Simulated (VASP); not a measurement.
LiTlF4, 6 atoms in the cell. Symmetry: P4/mmm, No. 123, tetragonal system. Conventional cell: a = 3.766 Å, b = 3.766 Å, c = 5.306 Å, α = 90.00°, β = 90.00°, γ = 90.00°. Within 3.0 Å of Li (site symmetry 4/mmm) lie 8 F at 2.30 Å. Within 3.0 Å of Tl (site symmetry 4/mmm) lie 8 F at 2.30 Å. Within 3.0 Å of F (site symmetry 2mm) lie 2 Tl at 2.30 Å and 2 Li at 2.30 Å and 6 F at 2.65 to 2.66 Å. 

```yaml
Program: VASP 6.6.1
Task: single point
Functional: PBE
Potentials_or_basis: VASP PAW PBE potentials, release 64 (Li_sv, Tl_d, F)
Cutoff: 520 eV
k_mesh: 8 × 8 × 6
Occupations: gaussian, width 0.02 eV
Spin: no spin polarisation
Dipole_correction: no
Further_INCAR_settings: ALGO = Normal; EDIFF = 1e-07; NBANDS = 31
```

Potentials or basis: VASP PAW PBE potentials, release 64 (Li_sv, Tl_d, F).

Launch:

```console
$ cat potpaw_PBE.64/Li_sv/POTCAR potpaw_PBE.64/Tl_d/POTCAR potpaw_PBE.64/F/POTCAR > POTCAR
$ mpirun -np 1 vasp_std > vasp.out
```

Hardware: 1 thread of Intel Xeon 8259CL (shared host).

Task: Estimate the wall time of this run.

Result: Run time: 2.7 min on 1 thread of Intel Xeon 8259CL (shared host), peak memory 0.26 GiB. Counts: scf iterations 15, k points 60.
